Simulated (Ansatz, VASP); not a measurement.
CsNiN: VASP beside Ansatz

The input INCAR:

```
SYSTEM = CsNiN
PREC     = Accurate       ! precision mode
ENCUT    = 520            ! plane-wave cutoff, eV
EDIFF    = 1E-6           ! SCF threshold, eV
ISMEAR   = -1             ! smearing method
SIGMA    = 0.05           ! smearing width, eV
LREAL    = .False.        ! projectors in reciprocal space
LASPH    = .True.         ! aspherical terms in the spheres
NELM     = 150            ! most SCF steps
ALGO     = Normal         ! electronic algorithm
ISIF     = 2              ! what is computed and relaxed
LWAVE    = .False.        ! write WAVECAR
LCHARG   = .False.        ! write CHGCAR
ISPIN    = 2              ! spin polarisation
MAGMOM   = 0 1 0          ! initial moments
LORBIT   = 11             ! projections on sites
LMAXMIX  = 4              ! l up to which the mixer works
GGA      = PE             ! functional
NBANDS   = 23             ! bands
```

Contents of KPOINTS:

```
Automatic mesh
0
Gamma
  6 6 8
  0 0 0
```

Contents of POSCAR:

```
CsNiN
1.0
    5.5369659567      0.0000000000      0.0000000000
   -2.7684829784      4.7951531784      0.0000000000
    0.0000000000      0.0000000000      3.4466570000
Cs Ni N
1 1 1
Direct
    0.6666666667      0.3333333333      0.5000000000
    0.3333333333      0.6666666667      0.0000000000
    0.3333333333      0.6666666667      0.5000000000
```

input.yaml

```yaml
crystal:
  lattice:
    - [5.5369659567, 0.0, 0.0]
    - [-2.7684829784, 4.7951531784, 0.0]
    - [0.0, 0.0, 3.446657]
  atoms:
    - { symbol: Cs, position: [0.6666666667, 0.3333333333, 0.5] }
    - { symbol: Ni, position: [0.3333333333, 0.6666666667, 0.0], spin: 1.0 }
    - { symbol: "N", position: [0.3333333333, 0.6666666667, 0.5] }
hamiltonian:
  xc: pbe
  pseudopotentials: { kind: paw }
magnetization:
  spin_polarized: true
kpoints:
  mp_grid: { grid: [6, 6, 8] }
scf:
  occupations: { method: fermi_dirac, width: 0.05 }
output:
  forces: true
  stress: true
  eigenvalues: true
  write_density: true
  write_potential: true
  elf: true
  volumetric_format: npy
```

Alike in both runs: task single point; functional PBE; k mesh 6 × 6 × 8; occupations fermi-dirac, width 0.05 eV; collinear spin.

```csv
,VASP,Ansatz
version,VASP 6.6.1,Ansatz 0.2.0
potentials or method,"VASP PAW PBE potentials, release 64 (Cs_sv, Ni, N)",Ansatz PAW
plane-wave cutoff (eV),520,420
valence electrons in the cell,24,32
```

Ansatz gave:

| Item | Value |
| --- | --- |
| gap on the k mesh at the Fermi level (eV) | none |
| pressure (GPa) | 0.1 |
| traceless stress, the component that is largest in VASP (GPa) | -0.08 |
| net moment per atom (μB) | 0.13 |
| size of the moment on the site where the two differ most (μB) | 0.21 |

**Question.** What did VASP give for the same quantities?

**Answer.** gap on the k mesh at the Fermi level (eV): none; pressure (GPa): 0.1; traceless stress, the component that is largest in VASP (GPa): 0.03; net moment per atom (μB): 0.13; size of the moment on the site where the two differ most (μB): 0.22.

Site moments also hang on the region over which each program counts them. A gap of «none» marks a metal or a gap that the smearing closes. VASP's potentials hold 24 valence electrons a cell and Ansatz's 32, so a difference there can come from the potentials and not from the codes.

Neither program's run includes spin-orbit coupling.
